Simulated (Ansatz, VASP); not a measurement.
## One calculation of Hg, two programs

```xyz
1
Lattice="0.0000 2.3854 2.3854 2.3854 0.0000 2.3854 2.3854 2.3854 0.0000" Properties=species:S:1:pos:R:3 pbc="T T T"
Hg    0.0000    0.0000    0.0000
```

Alike in both runs: functional r2SCAN; k mesh 16 × 16 × 16; occupations fermi-dirac, width 0.08 eV; no spin polarisation.

Ansatz relaxed the structure, and its values are those at the end. VASP's run is a single point on that final structure, the one shown.

|  | VASP | Ansatz |
| --- | --- | --- |
| version | VASP 6.6.1 | Ansatz 0.2.0 |
| potentials or method | VASP PAW PBE potentials, release 64 (Hg) | PAW with Ansatz's default frozen-core files, scalar-relativistic |
| plane-wave cutoff (eV) | 520 | 500 |
| valence electrons in the cell | 12 | 20 |

|  | VASP | Ansatz | Ansatz less VASP |
| --- | --- | --- | --- |
| pressure (GPa) | 0.3 | 0.0 | -0.21 |

VASP's potentials were made for PBE, not for r2SCAN. VASP's potentials hold 12 valence electrons a cell and Ansatz's 20, so a difference there can come from the potentials and not from the codes.

Neither program's run includes spin-orbit coupling.
